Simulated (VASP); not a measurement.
**GaGeO: single point with PBE**

The system is GaGeO.

```
Ga Ge O
1.0
     3.94354    0.00000    0.00000
    -1.97177    3.41521    0.00000
     0.00000    0.00000    3.46102
Ga Ge O
1 1 1
Direct
  0.33333 0.66667 0.50000
  0.00000 0.00000 0.50000
  0.66667 0.33333 0.00000
```

| Property | Result |
| --- | --- |
| Program | VASP 6.6.1 |
| Task | single point |
| Functional | PBE |
| Potentials or basis | VASP PAW PBE potentials, release 64 (Ga_d, Ge_d, O) |
| Cutoff | 520 eV |
| k mesh | 6 × 6 × 6 |
| Occupations | gaussian, width 0.1 eV |
| Spin | no spin polarisation |

```json
{
  "Pressure": "9.1 GPa"
}
```

Stress tensor (GPa, compression positive):
```
14.60  0.00  0.00
 0.00 14.60  0.00
 0.00  0.00 -1.94
```

Levels at points of the mesh, in eV from the Fermi level:
```tsv
k point	band 14	band 15	band 16	band 17	band 18	band 19
(0.00, 0.00, 0.00)	-2.17	-2.17	-0.10	-0.10	1.36	3.10
(0.50, 0.00, 0.00)	-3.69	-1.58	-0.76	0.89	3.04	3.10
(0.00, 0.00, 0.50)	-1.72	-1.72	-1.13	0.67	0.67	3.19
(0.50, 0.00, 0.50)	-4.20	-1.96	-1.41	-1.14	0.84	2.59
```

Wall time 70 s on 1 thread of AMD EPYC 7R13 (shared host), peak memory 0.15 GiB.

Caveat: an odd number of electrons without spin polarisation forces a metal; a magnetic or distorted state may lie lower.
